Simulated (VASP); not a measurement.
# SnRuC2 (P6_3/mmc) in VASP: further runs

Runs on SnRuC2. Level: PBE. Tasks: single point, relaxation of cell and atoms.

All numbers are computed with VASP 6.6.1; they aren't measurements. Logs are shortened: lines on timing, memory, paths and dates and some standing lists are left out, and cuts for length are marked.

## Step 1: The cell of the first run

The structure is hexagonal, space group P6_3/mmc (No. 194). The conventional cell has a = 3.159 Å, b = 3.159 Å, c = 11.630 Å, α = 90.00°, β = 90.00°, γ = 120.00°. Within 3.5 Å of Sn (site symmetry -3m) lie 6 C at 2.57 Å and 6 Sn at 3.16 Å and 6 Ru at 3.43 Å. Ru (site symmetry -6m2) has 6 C at 2.13 Å within 2.8 Å. C (site symmetry 3m) has 3 Ru at 2.13 Å and 1 C at 2.19 Å and 3 Sn at 2.57 Å within 2.8 Å.

## Step 2: Single point, PBE

Input file INCAR:

```
SYSTEM = SnRuC2
PREC     = Accurate       ! precision mode
ENCUT    = 520            ! plane-wave cutoff, eV
EDIFF    = 1E-6           ! SCF threshold, eV
ISMEAR   = 0              ! smearing method
SIGMA    = 0.1            ! smearing width, eV
LREAL    = .False.        ! projectors in reciprocal space
LASPH    = .True.         ! aspherical terms in the spheres
NELM     = 60             ! most SCF steps
ALGO     = Normal         ! electronic algorithm
ISIF     = 2              ! what is computed and relaxed
LWAVE    = .False.        ! write WAVECAR
LCHARG   = .True.         ! write CHGCAR
GGA      = PE             ! functional
LELF     = .True.         ! ELF
LVHAR    = .True.       
NBANDS   = 46             ! bands
```

Input file KPOINTS:

```
regular mesh
0
Gamma
  12 12 4
  0 0 0
```

Input file POSCAR:

```
SnRuC2
1.0
    3.1590768686      0.0000000000      0.0000000000
   -1.5795384343      2.7358408207      0.0000000000
    0.0000000000      0.0000000000     11.6296171597
Sn Ru C
2 2 4
Direct
    0.0000000000      0.0000000000      0.5000000000
    0.0000000000      0.0000000000      0.0000000000
    0.3333333333      0.6666666667      0.7500000000
    0.6666666667      0.3333333333      0.2500000000
    0.3333333333      0.6666666667      0.3441811170
    0.6666666667      0.3333333333      0.8441811170
    0.6666666667      0.3333333333      0.6558188830
    0.3333333333      0.6666666667      0.1558188830
```

Potentials or basis: VASP PAW PBE potentials, release 64 (Sn_d, Ru_pv, C).

Run with:

```
> cat potpaw_PBE.64/Sn_d/POTCAR potpaw_PBE.64/Ru_pv/POTCAR potpaw_PBE.64/C/POTCAR > POTCAR
> mpirun -np 1 vasp_std > vasp.out
```

OUTCAR:

```text
SYSTEM = SnRuC2
   PREC = Accurate
   ENCUT = 520
   EDIFF = 1E-6
   ISMEAR = 0
   LREAL = .False.
   LASPH = .True.
   NELM = 60
   ISIF = 2
   GGA = PE

 ion  position               nearest neighbor table
   1  0.000  0.000  0.500-   5 2.57   7 2.57   5 2.57   7 2.57   7 2.57   5 2.57   3 3.43   4 3.43
                             3 3.43   4 3.43   3 3.43   4 3.43
   2  0.000  0.000  0.000-   6 2.57   8 2.57   8 2.57   6 2.57   6 2.57   8 2.57   3 3.43   4 3.43
                             3 3.43   4 3.43   3 3.43   4 3.43
   3  0.333  0.667  0.750-   6 2.13   7 2.13   6 2.13   7 2.13   6 2.13   7 2.13   1 3.43   2 3.43
                             1 3.43   2 3.43   1 3.43   2 3.43
   4  0.667  0.333  0.250-   5 2.13   8 2.13   5 2.13   8 2.13   5 2.13   8 2.13   1 3.43   2 3.43
                             1 3.43   2 3.43   1 3.43   2 3.43
   5  0.333  0.667  0.344-   4 2.13   4 2.13   4 2.13   1 2.57   1 2.57   1 2.57
   6  0.667  0.333  0.844-   3 2.13   3 2.13   3 2.13   2 2.57   2 2.57   2 2.57
   7  0.667  0.333  0.656-   3 2.13   3 2.13   3 2.13   1 2.57   1 2.57   1 2.57
   8  0.333  0.667  0.156-   4 2.13   4 2.13   4 2.13   2 2.57   2 2.57   2 2.57

  LATTYP: Found a hexagonal cell.
 ALAT       =     3.1590768686
 C/A-ratio  =     3.6813340236

  Lattice vectors:

 A1 = (   3.1590768686,   0.0000000000,   0.0000000000)
 A2 = (  -1.5795384343,   2.7358408207,   0.0000000000)
 A3 = (   0.0000000000,   0.0000000000,  11.6296171597)

Analysis of symmetry for initial positions (statically):
=====================================================================
 Subroutine PRICEL returns:
 Original cell was already a primitive cell.

 Routine SETGRP: Setting up the symmetry group for a
 hexagonal supercell.

 Subroutine GETGRP returns: Found 24 space group operations
 (whereof 12 operations were pure point group operations)
 out of a pool of 24 trial point group operations.

The static configuration has the point symmetry D_3d.
 The point group associated with its full space group is D_6h.

Analysis of symmetry for dynamics (positions and initial velocities):
=====================================================================
 Subroutine PRICEL returns:
 Original cell was already a primitive cell.

 Routine SETGRP: Setting up the symmetry group for a
 hexagonal supercell.

 Subroutine GETGRP returns: Found 24 space group operations
 (whereof 12 operations were pure point group operations)
 out of a pool of 24 trial point group operations.

The dynamic configuration has the point symmetry D_3d.
[... 119 lines left out ...]
   ISYM   =      2    0-nonsym 1-usesym 2-fastsym
   POTIM  = 0.5000    time-step for ionic-motion
   TEBEG  =    0.0;   TEEND  =   0.0 temperature during run
   PSTRESS=    0.0 pullay stress
   NELECT =      72.0000    total number of electrons
   NUPDOWN=      -1.0000    fix difference up-down
   EMIN   =  10.00;   EMAX   =-10.00  energy-range for DOS
   EFERMI =   0.00;   METHOD = LEGACY
   ISMEAR =     0;   SIGMA  =   0.10  broadening in eV -4-tet -1-fermi 0-gaus
   EFERMI_NEDOS =   21; number of points for ismear=-14 and -15
   IALGO  =     38    algorithm
   IMIX   =      4    mixing-type and parameters
     AMIX     =   0.40;   BMIX     =  1.00
     AMIX_MAG =   1.60;   BMIX_MAG =  1.00
  volume/ion in A,a.u.               =      12.56        84.79
  Fermi-wavevector in a.u.,A,eV,Ry     =   1.464806  2.768082 29.193441  2.145657
  Thomas-Fermi vector in A             =   2.580738
   LORBIT       =      0    0 simple, 1 ext, 2 COOP (PROOUT), +10 PAW based schemes
   GGA     = PE    functional components
   LHFCALC =     F    Hartree Fock is set to
   AEXX    =    0.0000 exact exchange contribution
   IVDW    =     0    specifies the selected vdW correction
   LEPSILON=     F    determine dielectric tensor
   LRPA    =     F    only Hartree local field effects (RPA)
 non-spin polarized calculation
 Gauss-broadening in eV      SIGMA  =   0.10
  energy-cutoff  :      520.00
  volume of cell :      100.51
 maximum number of plane-waves:      2740
 NGX is ok and might be reduce to    24
   NGX = 11   NGY = 11   NGZ = 43

 number of electron      72.0000015 magnetization

 Free energy of the ion-electron system (eV)
  ---------------------------------------------------
  ext. energy  EPLUGINS =         0.00000000
  ---------------------------------------------------
  free energy    TOTEN  =       -53.56912002 eV

  energy without entropy =      -53.55392916  energy(sigma->0) =      -53.56152459

 E-fermi :  10.4611     XC(G=0): -12.3640

 val. band max:       10.4582041550   @ k =   0.0000   0.0000   0.2500
 cond. band min:      10.4734178968   @ k =   0.3333  -0.0000   0.5000
 fundamental gap:      0.0152137418
 Fermi energy:        10.4611317239

 k-point     1 :       0.0000    0.0000    0.0000
  band No.  band energies     occupation
      1     -33.1102      2.00000
      2     -33.1102      2.00000
      3     -33.1102      2.00000
      4     -33.1102      2.00000
      5     -32.9189      2.00000
      6     -32.9188      2.00000
[... 1165 lines left out ...]
     45      14.1929      0.00000
     46      15.4666      0.00000

 [... further k-points ...]

------------------------ aborting loop because EDIFF is reached ----------------------------------------

  FORCE on cell =-STRESS in cart. coord.  units (eV):
  Direction    XX          YY          ZZ          XY          YZ          ZX
  --------------------------------------------------------------------------------------
  -------------------------------------------------------------------------------------
  Total        0.0255310      0.0255310      0.0508688     -0.0000000      0.0000000      0.0000000
  in kB        0.4069700      0.4069700      0.8108594     -0.0000000      0.0000000      0.0000000
  external PRESSURE =       0.5415998 kB  Pullay stress =       0.0000000 kB

 VOLUME and BASIS-vectors are now :
 -----------------------------------------------------------------------------
  energy-cutoff  :      520.00
  volume of cell :      100.51
      direct lattice vectors                 reciprocal lattice vectors
     3.159076869  0.000000000  0.000000000     0.316548169  0.182759171  0.000000000
    -1.579538434  2.735840821  0.000000000     0.000000000  0.365518342  0.000000000
     0.000000000  0.000000000 11.629617160     0.000000000  0.000000000  0.085987353

 POSITION                                       TOTAL-FORCE (eV/Angst)
 -----------------------------------------------------------------------------------
      0.00000      0.00000      5.81481        -0.000000     -0.000000     -0.000000
      0.00000      0.00000      0.00000        -0.000000     -0.000000     -0.000000
     -0.00000      1.82389      8.72221        -0.000000     -0.000000     -0.000000
      1.57954      0.91195      2.90740         0.000000      0.000000     -0.000000
     -0.00000      1.82389      4.00269        -0.000000     -0.000000      0.001215
      1.57954      0.91195      9.81750         0.000000     -0.000000      0.001215
      1.57954      0.91195      7.62692         0.000000     -0.000000     -0.001215
     -0.00000      1.82389      1.81211        -0.000000      0.000000     -0.001215
 -----------------------------------------------------------------------------------
    total drift:                                0.000000      0.000000      0.000000

  FREE ENERGIE OF THE ION-ELECTRON SYSTEM (eV)
  ---------------------------------------------------
  free  energy   TOTEN  =       -53.5691200218 eV

  energy  without entropy=      -53.5539291633  energy(sigma->0) =      -53.56152459
```

OSZICAR:

```text
N       E                     dE             d eps       ncg     rms          rms(c)
DAV:   1     0.899675757524E+03    0.89968E+03   -0.36217E+04  5754   0.224E+03
DAV:   2     0.670678983587E+02   -0.83261E+03   -0.80652E+03  5286   0.660E+02
DAV:   3    -0.514652074848E+02   -0.11853E+03   -0.11187E+03  5864   0.197E+02
DAV:   4    -0.614236293504E+02   -0.99584E+01   -0.96757E+01  6652   0.541E+01
DAV:   5    -0.617764326935E+02   -0.35280E+00   -0.35113E+00  6782   0.107E+01    0.360E+01
DAV:   6    -0.623227893652E+02   -0.54636E+00   -0.10381E+02  5894   0.481E+01    0.274E+01
DAV:   7    -0.534700409837E+02    0.88527E+01   -0.38050E+01  6212   0.419E+01    0.734E+00
DAV:   8    -0.536354680151E+02   -0.16543E+00   -0.57490E+00  6142   0.931E+00    0.384E+00
DAV:   9    -0.535695698014E+02    0.65898E-01   -0.32514E-01  6444   0.319E+00    0.888E-01
DAV:  10    -0.535695814425E+02   -0.11641E-04   -0.43740E-02  6324   0.978E-01    0.465E-01
DAV:  11    -0.535691326086E+02    0.44883E-03   -0.34162E-03  6744   0.392E-01    0.824E-02
DAV:  12    -0.535691244267E+02    0.81819E-05   -0.55038E-04  6936   0.128E-01    0.312E-02
DAV:  13    -0.535691195188E+02    0.49079E-05   -0.48058E-05  7036   0.502E-02    0.112E-02
DAV:  14    -0.535691200218E+02   -0.50301E-06   -0.39673E-06  5302   0.128E-02
   1 F= -.53569120E+02 E0= -.53561525E+02  d E =-.151909E-01
```

Run time: 5.8 min. Hardware: 1 thread of Intel Xeon 8259CL, shared host; peak memory 0.37 GiB.

Results:

```
Free energy            : -53.5691 eV
Pressure               : 0.1 GPa
Band gap on the k mesh : zero (bands 36 and 37 overlap by 3.62 eV)
```

Caveat: spin-orbit coupling is left out, which moves the levels of the heavy elements.

## Step 3: Relaxation of cell and atoms, PBE

This run uses another cell than the first one, of 12.62 Å³/atom.

Input file INCAR:

```
  PREC = Accurate
  ENCUT = 600
  EDIFF = 1E-7
  ISMEAR = 0
  SIGMA = 0.1
  LREAL = F
  LASPH = T
  NELM = 100
  ALGO = Normal
  ISIF = 3
  LWAVE = F
  LCHARG = F
  GGA = PE
  IBRION = 2
  NSW = 90
  EDIFFG = -0.04
```

Input file KPOINTS:

```
Automatic mesh
0
Gamma
  6 6 2
```

Input file POSCAR:

```
SnRuC2
1.0
    2.9640733346      0.0000000000      0.0000000000
   -1.4820366673      2.5669628064      0.0000000000
    0.0000000000      0.0000000000     13.2657827561
Sn Ru C
2 2 4
Direct
    0.0000000000      0.0000000000      0.5000000000
    0.0000000000      0.0000000000      0.0000000000
    0.3333333333      0.6666666667      0.7500000000
    0.6666666667      0.3333333333      0.2500000000
    0.3333333333      0.6666666667      0.4140000000
    0.6666666667      0.3333333333      0.9140000000
    0.6666666667      0.3333333333      0.5860000000
    0.3333333333      0.6666666667      0.0860000000
```

Potentials or basis: VASP PAW PBE potentials, release 64 (Sn_d, Ru_pv, C).

Run with:

```
> cat potpaw_PBE.64/Sn_d/POTCAR potpaw_PBE.64/Ru_pv/POTCAR potpaw_PBE.64/C/POTCAR > POTCAR
> mpirun -np 1 vasp_std > vasp.out
```

OUTCAR:

```text
PREC = Accurate
   ENCUT = 600
   EDIFF = 1E-7
   ISMEAR = 0
   LREAL = F
   LASPH = T
   NELM = 100
   ISIF = 3
   GGA = PE
   IBRION = 2
   NSW = 90
   EDIFFG = -0.04

 ion  position               nearest neighbor table
   1  0.000  0.000  0.500-   5 2.06   7 2.06   5 2.06   7 2.06   7 2.06   5 2.06
   2  0.000  0.000  0.000-   6 2.06   8 2.06   8 2.06   6 2.06   6 2.06   8 2.06
   3  0.333  0.667  0.750-
   4  0.667  0.333  0.250-
   5  0.333  0.667  0.414-   1 2.06   1 2.06   1 2.06
   6  0.667  0.333  0.914-   2 2.06   2 2.06   2 2.06
   7  0.667  0.333  0.586-   1 2.06   1 2.06   1 2.06
   8  0.333  0.667  0.086-   2 2.06   2 2.06   2 2.06

  LATTYP: Found a hexagonal cell.
 ALAT       =     2.9640733346
 C/A-ratio  =     4.4755244755

  Lattice vectors:

 A1 = (   2.9640733346,   0.0000000000,   0.0000000000)
[... 954 lines left out ...]

  energy  without entropy=      -46.1309926737  energy(sigma->0) =      -46.14981016

[... ionic steps 4 to 17 ...]

--------------------------------------- Ionic step       18  -------------------------------------------

 number of electron      72.0000017 magnetization

------------------------ aborting loop because EDIFF is reached ----------------------------------------
[... 79 lines left out ...]
--------------------------------------- Ionic step       20  -------------------------------------------

 number of electron      72.0000010 magnetization

 Free energy of the ion-electron system (eV)
  ---------------------------------------------------
  ext. energy  EPLUGINS =         0.00000000
  ---------------------------------------------------
  free energy    TOTEN  =       -53.60033028 eV

  energy without entropy =      -53.59080044  energy(sigma->0) =      -53.59556536

 E-fermi :  10.3107     XC(G=0): -12.3386

 val. band max:       10.2163173657   @ k =   0.5000  -0.0000   0.0000
 cond. band min:      10.3170104586   @ k =   0.1667   0.1667   0.0000
 fundamental gap:      0.1006930930
 Fermi energy:        10.3106745087

 k-point     1 :       0.0000    0.0000    0.0000
  band No.  band energies     occupation
      1     -33.1520      2.00000
      2     -33.1520      2.00000
      3     -33.1520      2.00000
      4     -33.1520      2.00000
      5     -32.9106      2.00000
      6     -32.9105      2.00000
[... 668 lines left out ...]
  FREE ENERGIE OF THE ION-ELECTRON SYSTEM (eV)
  ---------------------------------------------------
  free  energy   TOTEN  =       -53.6003302791 eV

  energy  without entropy=      -53.5908004384  energy(sigma->0) =      -53.59556536

 reached required accuracy - stopping structural energy minimisation
```

OSZICAR:

```text
N       E                     dE             d eps       ncg     rms          rms(c)
DAV:   1     0.958843461101E+03    0.95884E+03   -0.40081E+04  1295   0.261E+03
DAV:   2     0.805007904047E+02   -0.87834E+03   -0.85982E+03  1244   0.716E+02
DAV:   3    -0.440172144560E+02   -0.12452E+03   -0.11704E+03  1331   0.216E+02
DAV:   4    -0.567870871711E+02   -0.12770E+02   -0.12282E+02  1545   0.633E+01
[... 263 lines left out ...]
DAV:   6    -0.536003362889E+02    0.15352E-04   -0.15971E-04  1816   0.786E-02    0.232E-02
DAV:   7    -0.536003305613E+02    0.57276E-05   -0.31471E-05  1861   0.377E-02    0.387E-03
DAV:   8    -0.536003304683E+02    0.93076E-07   -0.42430E-06  1568   0.127E-02    0.363E-03
DAV:   9    -0.536003302701E+02    0.19814E-06   -0.39026E-07  1080   0.389E-03    0.631E-04
DAV:  10    -0.536003302791E+02   -0.90185E-08   -0.65196E-08   638   0.176E-03
  20 F= -.53600330E+02 E0= -.53595565E+02  d E =-.367563E-02
```

Run time: 31 min. Hardware: 1 thread of Intel Xeon 8259CL, shared host; peak memory 0.3 GiB.

What came out:

```
Free energy                           : -53.6003 eV
Relaxed volume                        : 12.61 Å³/atom
Relaxed cell                          : a = 3.180 Å, b = 3.180 Å, c = 11.518 Å, α = 90.00°, β = 90.00°, γ = 120.00°
Space group after relaxing (to 0.1 Å) : P6_3/mmc (No. 194)
Energy gained by relaxing             : 1541.4 meV/atom
Ionic steps                           : 20
Pressure after relaxing               : 0.2 GPa
Largest force after relaxing          : 0.036 eV/Å
Band gap on the k mesh                : zero (bands 36 and 37 overlap by 3.70 eV)
```

Forces on the atoms (eV/Å):
```
Sn   0.000  0.000  0.000
Sn   0.000  0.000  0.000
Ru   0.000  0.000  0.000
Ru   0.000  0.000  0.000
C    0.000  0.000  0.036
C    0.000  0.000  0.036
C    0.000  0.000 -0.036
C    0.000  0.000 -0.036
```

Step by step:
```csv
step,energy change (eV),largest force (eV/Å),pressure (GPa),volume (Å³)
1,0.0000,6.3205,23.50,100.93
2,-4.8149,2.1268,-27.29,129.17
3,-4.8996,2.5570,-22.68,122.42
4,-10.3687,2.4017,-10.58,100.79
5,-10.6066,1.4521,3.11,93.87
6,-10.6788,1.7754,-0.91,95.56
7,-11.6304,0.0828,13.54,91.04
8,-11.6356,0.0723,15.36,90.63
9,-12.2998,0.1047,0.88,98.19
10,-12.3098,0.1575,-0.83,99.40
11,-12.3095,0.1459,-0.59,99.22
12,-12.3134,0.1137,0.25,99.04
13,-12.3146,0.0855,1.08,98.87
14,-12.3165,0.0882,1.15,98.99
15,-12.3214,0.0520,1.24,99.33
16,-12.3227,0.0501,1.39,100.02
17,-12.3275,0.0185,0.05,100.96
18,-12.3277,0.0134,-0.18,101.13
19,-12.3297,0.0212,-0.06,101.05
20,-12.3313,0.0359,0.18,100.88
```

Final structure:
```yaml
crystal:
  lattice:
    - [3.18019, 0.00000, 0.00000]
    - [-1.59010, 2.75413, 0.00000]
    - [0.00000, 0.00000, 11.51754]
  atoms:
    - { symbol: Sn, position: [0.00000, 0.00000, 0.50000] }
    - { symbol: Sn, position: [0.00000, 0.00000, 0.00000] }
    - { symbol: Ru, position: [0.33333, 0.66667, 0.75000] }
    - { symbol: Ru, position: [0.66667, 0.33333, 0.25000] }
    - { symbol: C, position: [0.33333, 0.66667, 0.34277] }
    - { symbol: C, position: [0.66667, 0.33333, 0.84277] }
    - { symbol: C, position: [0.66667, 0.33333, 0.65723] }
    - { symbol: C, position: [0.33333, 0.66667, 0.15723] }
```

Caveat: the k points lie up to 0.38 Å⁻¹ apart in the final cell, too coarse for converged energies and pressures of a metal; spin-orbit coupling is left out, which moves the levels of the heavy elements.
